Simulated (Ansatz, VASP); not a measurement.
## Two plane-wave programs on Zr3O

```
Zr O
1.0
     5.71091    0.00000    0.00000
    -2.85545    4.94579    0.00000
     0.00000    0.00000    4.92966
Zr O
6 2
Direct
  0.32604 0.00000 0.00000
  0.32604 0.32604 0.50000
  0.00000 0.32604 0.00000
  0.67396 0.00000 0.50000
  0.67396 0.67396 0.00000
  0.00000 0.67396 0.50000
  0.33333 0.66667 0.25000
  0.66667 0.33333 0.75000
```

Alike in both runs: task single point; functional PBEsol; k mesh 9 × 9 × 8; occupations gaussian, width 0.15 eV; no spin polarisation.

|  | VASP | Ansatz |
| --- | --- | --- |
| version | VASP 6.6.1 | Ansatz 0.2.0 |
| potentials or method | VASP PAW PBE potentials, release 64 (Zr_sv, O), cutoff 520 eV | scalar-relativistic, plane waves, PAW |
| valence electrons in the cell | 84 | 84 |

VASP gave:

- gap on the k mesh at the Fermi level (eV): none
- pressure (GPa): -1.0
- traceless stress, the component that is largest in VASP (GPa): 7.80
- rms of the force components (eV/Å): 0.618

Question: Estimate Ansatz's values.

Answer: gap on the k mesh at the Fermi level (eV): none; pressure (GPa): -1.1; traceless stress, the component that is largest in VASP (GPa): 7.80; rms of the force components (eV/Å): 0.624.

VASP's potentials were made for PBE, not for PBEsol, and Ansatz warns of the same on its side. Atom by atom the forces differ by 0.005 eV/Å (rms over components). A gap of «none» marks a metal or a gap that the smearing closes.
